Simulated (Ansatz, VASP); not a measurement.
## H in VASP and in Ansatz

INCAR

```
SYSTEM = H
  ALGO = Normal
  EDIFF = 1E-6
  ENCUT = 520
  GGA = PE
  ISIF = 2
  ISMEAR = 0
  LASPH = .TRUE.
  LCHARG = .FALSE.
  LREAL = .FALSE.
  LWAVE = .FALSE.
  NBANDS = 8
  NELM = 80
  PREC = Accurate
  SIGMA = 0.05
```

File KPOINTS:

```
k-points
0
G
  8 8 8
  0 0 0
```

Contents of POSCAR:

```
H
1.0
   -1.9105136669      1.7992216087      2.2855640979
    1.9105136669     -1.7992216087      2.2855640979
    1.9105136669      1.7992216087     -2.2855640979
H
2
Direct
    0.9178910720      0.9178910720      0.0000000000
    0.0821089280      0.0821089280      0.0000000000
```

Input for Ansatz:

```yaml
crystal:
  lattice:
    - [-1.9105136669, 1.7992216087, 2.2855640979]
    - [1.9105136669, -1.7992216087, 2.2855640979]
    - [1.9105136669, 1.7992216087, -2.2855640979]
  atoms:
    - { symbol: H, position: [0.917891072, 0.917891072, 0.0] }
    - { symbol: H, position: [0.082108928, 0.082108928, 0.0] }
basis:
  ecutwfc: 420
kpoints:
  mp_grid: { grid: [8, 8, 8] }
hamiltonian:
  xc: pbe
scf:
  occupations: { method: gaussian, width: 0.05 }
output:
  forces: true
  stress: true
  eigenvalues: true
```

Change from the starting cell: strain +0.0300 x Voigt [1, -1, 0, 0, 0, 0], atoms carried along.

Alike in both runs: task single point; functional PBE; k mesh 8 × 8 × 8; occupations gaussian, width 0.05 eV; no spin polarisation.

|  | VASP | Ansatz |
| --- | --- | --- |
| version | VASP 6.6.1 | Ansatz 0.2.0 |
| potentials or method | VASP PAW PBE potentials, release 64 (H), cutoff 520 eV | scalar-relativistic, plane waves, PAW |
| valence electrons in the cell | 2 | 2 |

|  | VASP | Ansatz | Ansatz less VASP |
| --- | --- | --- | --- |
| gap on the k mesh at the Fermi level (eV) | 9.16 | 9.16 | -0.001 |
| least direct gap on the mesh (eV) | 9.67 | 9.67 | -0.002 |
| pressure (GPa) | -0.1 | 0.0 | +0.16 |
| rms of the force components (eV/Å) | 0.005 | 0.001 | -0.0042 |

Atom by atom the forces differ by 0.007 eV/Å (rms over components).
